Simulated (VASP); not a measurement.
# Y (P6_3/mmc) in VASP: further runs

Y is run at these levels: PBEsol; tasks: single point.

Program: VASP 6.6.1. These are calculated values, not measurements. Logs are shortened: lines on timing, memory, paths and dates and some standing lists are left out, and cuts for length are marked.

## (1) The cell of the first run

It takes space group P6_3/mmc (No. 194, hexagonal). The conventional cell has a = 3.284 Å, b = 3.284 Å, c = 5.220 Å, α = 90.00°, β = 90.00°, γ = 120.00°. Y (site symmetry -6m2) has 12 Y at 3.23 to 3.28 Å within 4.2 Å.

## (2) Single point, PBEsol

The input, INCAR:

```
PREC = Accurate
ENCUT = 520
EDIFF = 1E-6
ISMEAR = -1
SIGMA = 0.05
LREAL = F
LASPH = T
NELM = 100
ALGO = Normal
ISIF = 2
LWAVE = F
LCHARG = F
GGA = PS
NBANDS = 18
```

The input, KPOINTS:

```
regular mesh
0
Gamma
  14 14 7
```

The input, POSCAR:

```
Y
1.0
    3.2835093144      0.0000000000      0.0000000000
   -1.6417546572      2.8436024798      0.0000000000
    0.0000000000      0.0000000000      5.2195686628
Y
2
Direct
    0.3333333333      0.6666666667      0.2500000000
    0.6666666667      0.3333333333      0.7500000000
```

Potentials or basis: VASP PAW PBE potentials, release 64 (Y_sv).

Started as:

```sh
$ cat potpaw_PBE.64/Y_sv/POTCAR > POTCAR
$ mpirun -np 1 vasp_std > vasp.out
```

OUTCAR:

```text
PREC = Accurate
   ENCUT = 520
   EDIFF = 1E-6
   ISMEAR = -1
   LREAL = F
   LASPH = T
   NELM = 100
   ISIF = 2
   GGA = PS

 ion  position               nearest neighbor table
   1  0.333  0.667  0.250-   2 3.23   2 3.23   2 3.23   2 3.23   2 3.23   2 3.23
   2  0.667  0.333  0.750-   1 3.23   1 3.23   1 3.23   1 3.23   1 3.23   1 3.23

  LATTYP: Found a hexagonal cell.
 ALAT       =     3.2835093144
 C/A-ratio  =     1.5896311425

  Lattice vectors:

 A1 = (   3.2835093144,   0.0000000000,   0.0000000000)
 A2 = (  -1.6417546572,   2.8436024798,   0.0000000000)
 A3 = (   0.0000000000,   0.0000000000,   5.2195686628)

Analysis of symmetry for initial positions (statically):
=====================================================================
 Subroutine PRICEL returns:
 Original cell was already a primitive cell.

 Routine SETGRP: Setting up the symmetry group for a
 hexagonal supercell.

 Subroutine GETGRP returns: Found 24 space group operations
 (whereof 12 operations were pure point group operations)
 out of a pool of 24 trial point group operations.

The static configuration has the point symmetry D_3d.
 The point group associated with its full space group is D_6h.

Analysis of symmetry for dynamics (positions and initial velocities):
=====================================================================
 Subroutine PRICEL returns:
 Original cell was already a primitive cell.

 Routine SETGRP: Setting up the symmetry group for a
 hexagonal supercell.

 Subroutine GETGRP returns: Found 24 space group operations
 (whereof 12 operations were pure point group operations)
 out of a pool of 24 trial point group operations.

The dynamic configuration has the point symmetry D_3d.
 The point group associated with its full space group is D_6h.

 Subroutine INISYM returns: Found 24 space group operations
 (whereof 12 operations are pure point group operations),
 and found     1 'primitive' translations

----------------------------------------------------------------------------------------

                                     Primitive cell

  volume of cell :      48.7351

  direct lattice vectors                    reciprocal lattice vectors
     3.283509314  0.000000000  0.000000000     0.304552204  0.175833297  0.000000000
    -1.641754657  2.843602480  0.000000000     0.000000000  0.351666594  0.000000000
     0.000000000  0.000000000  5.219568663     0.000000000  0.000000000  0.191586712

  length of vectors
     3.283509314  3.283509314  5.219568663     0.351666594  0.351666594  0.191586712

  position of ions in fractional coordinates (direct lattice)
     0.333333333  0.666666667  0.250000000
     0.666666667  0.333333333  0.750000000

  ion indices of the primitive-cell ions
   primitive index   ion index
                 1           1
                 2           2

----------------------------------------------------------------------------------------

 KPOINTS: regular mesh

Automatic generation of k-mesh.
 Grid dimensions read from file:
 generate k-points for:   14   14    7

 Generating k-lattice:

  Cartesian coordinates                     Fractional coordinates (reciprocal lattice)
     0.021753729  0.012559521  0.000000000     0.071428571  0.000000000  0.000000000
     0.000000000  0.025119042  0.000000000     0.000000000  0.071428571  0.000000000
     0.000000000  0.000000000  0.027369530     0.000000000  0.000000000  0.142857143

  Length of vectors
     0.025119042  0.025119042  0.027369530

  Shift w.r.t. Gamma in fractional coordinates (k-lattice)
     0.000000000  0.000000000  0.000000000

 Subroutine IBZKPT returns following result:
 ===========================================

 Found     96 irreducible k-points:

 Following reciprocal coordinates:
            Coordinates               Weight
  0.000000  0.000000  0.000000      1.000000
  0.071429  0.000000  0.000000      6.000000
  0.142857  0.000000  0.000000      6.000000
  0.214286  0.000000  0.000000      6.000000
  0.285714  0.000000  0.000000      6.000000
  0.357143  0.000000  0.000000      6.000000
[... 16 lines left out ...]
  0.285714  0.285714  0.000000      6.000000
  0.357143  0.285714  0.000000      6.000000
 [... further k-points ...]
   k-points           NKPTS =     96   k-points in BZ     NKDIM =     96   number of bands    NBANDS=     18
   number of dos      NEDOS =    301   number of ions     NIONS =      2
   total plane-waves  NPLWV =  23040
   dimension x,y,z NGX =    24 NGY =   24 NGZ =   40
   dimension x,y,z NGXF=    48 NGYF=   48 NGZF=   80
   ions per type =               2
   NGX,Y,Z   is equivalent  to a cutoff of  12.15, 12.15, 12.74 a.u.
   NGXF,Y,Z  is equivalent  to a cutoff of  24.30, 24.30, 25.48 a.u.
 SYSTEM =  unknown system
   PREC   = accura    normal or accurate (medium, high low for compatibility)
   ISTART =      0    job   : 0-new  1-cont  2-samecut
   ICHARG =      2    charge: 1-file 2-atom 10-const
   ISPIN  =      1    spin polarized calculation?
   LNONCOLLINEAR =      F non collinear calculations
   LSORBIT =      F    spin-orbit coupling
   LASPH  =      T    aspherical Exc in radial PAW
   ENCUT  =  520.0 eV  38.22 Ry    6.18 a.u.   6.11  6.11  9.70*2*pi/ulx,y,z
   NELM   =    100;   NELMIN=  2; NELMDL= -5     # of ELM steps
   EDIFF  = 0.1E-05   stopping-criterion for ELM
   LREAL  =      F    real-space projection
   EDIFFG = 0.1E-04   stopping-criterion for IOM
   NSW    =      0    number of steps for IOM
   IBRION =     -1    ionic relax: 0-MD 1-quasi-New 2-CG
   NFREE  =      0    steps in history (QN), initial steepest desc. (CG)
   ISIF   =      2    stress and relaxation
   ISYM   =      2    0-nonsym 1-usesym 2-fastsym
   POTIM  = 0.5000    time-step for ionic-motion
   TEBEG  =    0.0;   TEEND  =   0.0 temperature during run
   PSTRESS=    0.0 pullay stress
   NELECT =      22.0000    total number of electrons
   NUPDOWN=      -1.0000    fix difference up-down
   EMIN   =  10.00;   EMAX   =-10.00  energy-range for DOS
   EFERMI =   0.00;   METHOD = LEGACY
   ISMEAR =    -1;   SIGMA  =   0.05  broadening in eV -4-tet -1-fermi 0-gaus
   EFERMI_NEDOS =   21; number of points for ismear=-14 and -15
   IALGO  =     38    algorithm
   IMIX   =      4    mixing-type and parameters
     AMIX     =   0.40;   BMIX     =  1.00
     AMIX_MAG =   1.60;   BMIX_MAG =  1.00
  volume/ion in A,a.u.               =      24.37       164.44
  Fermi-wavevector in a.u.,A,eV,Ry     =   1.255842  2.373198 21.458294  1.577140
  Thomas-Fermi vector in A             =   2.389579
   LORBIT       =      0    0 simple, 1 ext, 2 COOP (PROOUT), +10 PAW based schemes
   GGA     = PS    functional components
   LHFCALC =     F    Hartree Fock is set to
   AEXX    =    0.0000 exact exchange contribution
   IVDW    =     0    specifies the selected vdW correction
   LEPSILON=     F    determine dielectric tensor
   LRPA    =     F    only Hartree local field effects (RPA)
 non-spin polarized calculation
  energy-cutoff  :      520.00
  volume of cell :       48.74
 maximum number of plane-waves:      1330
   NGX = 13   NGY = 13   NGZ = 19

 number of electron      22.0000000 magnetization

 Free energy of the ion-electron system (eV)
  ---------------------------------------------------
  ext. energy  EPLUGINS =         0.00000000
  ---------------------------------------------------
  free energy    TOTEN  =       -13.11394535 eV

  energy without entropy =      -13.08941261  energy(sigma->0) =      -13.10167898

 E-fermi :   4.4883     XC(G=0): -10.7739

 val. band max:        4.4881456118   @ k =   0.4286   0.0000   0.2857
 cond. band min:       4.4916707951   @ k =   0.2143   0.2143   0.2857
 fundamental gap:      0.0035251834
 Fermi energy:         4.4882538686

 k-point     1 :       0.0000    0.0000    0.0000
  band No.  band energies     occupation
      1     -37.5348      2.00000
      2     -37.2927      2.00000
      3     -18.3226      2.00000
      4     -17.0899      2.00000
      5     -17.0899      2.00000
      6     -16.8886      2.00000
[... 10 lines left out ...]
     17       7.9991      0.00000
     18       7.9991      0.00000

 k-point     2 :       0.0714    0.0000    0.0000
  band No.  band energies     occupation
      1     -37.5258      2.00000
      2     -37.2889      2.00000
      3     -18.2998      2.00000
      4     -17.1430      2.00000
      5     -17.1071      2.00000
      6     -16.9442      2.00000
[... 10 lines left out ...]
     17       7.7783      0.00000
     18       7.8398      0.00000

 k-point     3 :       0.1429    0.0000    0.0000
  band No.  band energies     occupation
      1     -37.5000      2.00000
      2     -37.2787      2.00000
      3     -18.2335      2.00000
      4     -17.2912      2.00000
      5     -17.1536      2.00000
      6     -17.0949      2.00000
[... 10 lines left out ...]
     17       7.4878      0.00000
     18       7.8416      0.00000

 k-point     4 :       0.2143    0.0000    0.0000
  band No.  band energies     occupation
      1     -37.4615      2.00000
      2     -37.2650      2.00000
      3     -18.1301      2.00000
      4     -17.5036      2.00000
      5     -17.3008      2.00000
      6     -17.2174      2.00000
[... 10 lines left out ...]
     17       8.0516      0.00000
     18       8.4950      0.00000

 k-point     5 :       0.2857    0.0000    0.0000
  band No.  band energies     occupation
      1     -37.4161      2.00000
      2     -37.2520      2.00000
      3     -18.0003      2.00000
      4     -17.7359      2.00000
      5     -17.5159      2.00000
      6     -17.2848      2.00000
[... 10 lines left out ...]
     17       8.8017      0.00000
     18       9.3452      0.00000

 k-point     6 :       0.3571    0.0000    0.0000
  band No.  band energies     occupation
      1     -37.3714      2.00000
      2     -37.2437      2.00000
      3     -17.9412      2.00000
      4     -17.8602      2.00000
      5     -17.7000      2.00000
      6     -17.3432      2.00000
[... 10 lines left out ...]
     17       9.7790      0.00000
     18      10.3028      0.00000

 k-point     7 :       0.4286    0.0000    0.0000
  band No.  band energies     occupation
      1     -37.3362      2.00000
      2     -37.2421      2.00000
      3     -18.0807      2.00000
      4     -17.8231      2.00000
      5     -17.7371      2.00000
      6     -17.3825      2.00000
[... 10 lines left out ...]
     17      11.0012      0.00000
     18      11.2240      0.00000

 k-point     8 :       0.5000    0.0000    0.0000
  band No.  band energies     occupation
      1     -37.3218      2.00000
      2     -37.2432      2.00000
      3     -18.1299      2.00000
      4     -17.8663      2.00000
      5     -17.6820      2.00000
      6     -17.3964      2.00000
[... 10 lines left out ...]
     17      11.7831      0.00000
     18      11.8462      0.00000
[... 229 lines left out ...]
     17      11.1246      0.00000
     18      11.4483      0.00000

 k-point    20 :       0.2143    0.2143    0.0000
  band No.  band energies     occupation
      1     -37.3592      2.00000
      2     -37.2421      2.00000
      3     -17.8242      2.00000
      4     -17.8210      2.00000
      5     -17.7597      2.00000
      6     -17.3858      2.00000
[... 10 lines left out ...]
     17      10.0820      0.00000
     18      11.2014      0.00000

 k-point    21 :       0.2857    0.2143    0.0000
  band No.  band energies     occupation
      1     -37.3230      2.00000
      2     -37.2422      2.00000
      3     -17.9370      2.00000
      4     -17.7860      2.00000
      5     -17.6905      2.00000
      6     -17.4989      2.00000
[... 10 lines left out ...]
     17      10.6610      0.00000
     18      11.2362      0.00000

 k-point    22 :       0.3571    0.2143    0.0000
  band No.  band energies     occupation
      1     -37.2976      2.00000
      2     -37.2474      2.00000
      3     -18.0008      2.00000
      4     -17.7665      2.00000
      5     -17.5957      2.00000
      6     -17.5860      2.00000
[... 10 lines left out ...]
     17      10.9244      0.00000
     18      11.2087      0.00000

 k-point    23 :       0.2857    0.2857    0.0000
  band No.  band energies     occupation
      1     -37.2934      2.00000
      2     -37.2487      2.00000
      3     -17.9456      2.00000
      4     -17.7739      2.00000
      5     -17.6052      2.00000
      6     -17.5683      2.00000
[... 10 lines left out ...]
     17      10.7988      0.00000
     18      11.1154      0.00000

 k-point    24 :       0.3571    0.2857    0.0000
  band No.  band energies     occupation
      1     -37.2768      2.00000
      2     -37.2571      2.00000
      3     -17.9467      2.00000
      4     -17.7092      2.00000
      5     -17.6988      2.00000
      6     -17.4875      2.00000
[... 10 lines left out ...]
     17      10.7212      0.00000
     18      11.0714      0.00000

 [... further k-points ...]
[... 5 lines left out ...]
  --------------------------------------------------------------------------------------
  -------------------------------------------------------------------------------------
  Total        4.4709484      4.4709484      4.4790808      0.0000000      0.0000000      0.0000000
  in kB      146.9834666    146.9834666    147.2508222      0.0000000      0.0000000      0.0000000
  external PRESSURE =     147.0725851 kB  Pullay stress =       0.0000000 kB

 VOLUME and BASIS-vectors are now :
 -----------------------------------------------------------------------------
  energy-cutoff  :      520.00
  volume of cell :       48.74
      direct lattice vectors                 reciprocal lattice vectors
     3.283509314  0.000000000  0.000000000     0.304552204  0.175833297  0.000000000
    -1.641754657  2.843602480  0.000000000     0.000000000  0.351666594  0.000000000
     0.000000000  0.000000000  5.219568663     0.000000000  0.000000000  0.191586712

 POSITION                                       TOTAL-FORCE (eV/Angst)
 -----------------------------------------------------------------------------------
     -0.00000      1.89573      1.30489         0.000000     -0.000000      0.000000
      1.64175      0.94787      3.91468        -0.000000      0.000000      0.000000
 -----------------------------------------------------------------------------------
    total drift:                                0.000000     -0.000000      0.000000

  FREE ENERGIE OF THE ION-ELECTRON SYSTEM (eV)
  ---------------------------------------------------
  free  energy   TOTEN  =       -13.1139453469 eV

  energy  without entropy=      -13.0894126131  energy(sigma->0) =      -13.10167898
```

Wall time 24 s (1 thread of Intel Xeon 6975P-C (Granite Rapids), shared host); peak memory 0.21 GiB.

What came out:

```
Free energy            : -13.1139 eV
Pressure               : 14.7 GPa
Band gap on the k mesh : zero (band 11 reaches 6.45 eV, above the bottom of band 12 at 4.01 eV)
```

Caveat: the PAW data sets were made with another functional, which shifts forces and pressure a little.

## (3) Single point, PBEsol

The input, INCAR:

```
SYSTEM = Y
PREC = Accurate ; ENCUT = 520
EDIFF = 1E-7 ; ISMEAR = -1
SIGMA = 0.05 ; LREAL = .FALSE.
LASPH = .TRUE. ; NELM = 60
ALGO = Normal ; ISIF = 2
LWAVE = .FALSE. ; LCHARG = .FALSE.
GGA = PS ; NBANDS = 18
```

The input, KPOINTS:

```
Automatic mesh
0
G
  14 14 7
  0 0 0
```

POSCAR is that of step 2.

Potentials or basis: VASP PAW PBE potentials, release 64 (Y_sv).

Started as:

```sh
$ cat potpaw_PBE.64/Y_sv/POTCAR > POTCAR
$ mpirun -np 1 vasp_std > vasp.out
```

Run time: 26 s. Hardware: 1 thread of Intel Xeon 6975P-C (Granite Rapids), shared host; peak memory 0.22 GiB.

The run converged. Its results:

* Free energy: -13.1139 eV
* Pressure: 14.7 GPa
* Band gap on the k mesh: zero (band 11 reaches 6.45 eV, above the bottom of band 12 at 4.01 eV)

Levels at points of the mesh, in eV from the Fermi level:
```tsv
k point	band 8	band 9	band 10	band 11	band 12	band 13	band 14	band 15
(0.00, 0.00, 0.00)	-21.32	-5.05	-2.40	1.96	1.96	2.07	2.24	2.81
(0.50, 0.00, 0.00)	-21.53	-1.92	-1.78	-1.41	0.72	1.63	1.88	2.68
```

Caveat: the PAW data sets were made with another functional, which shifts forces and pressure a little.
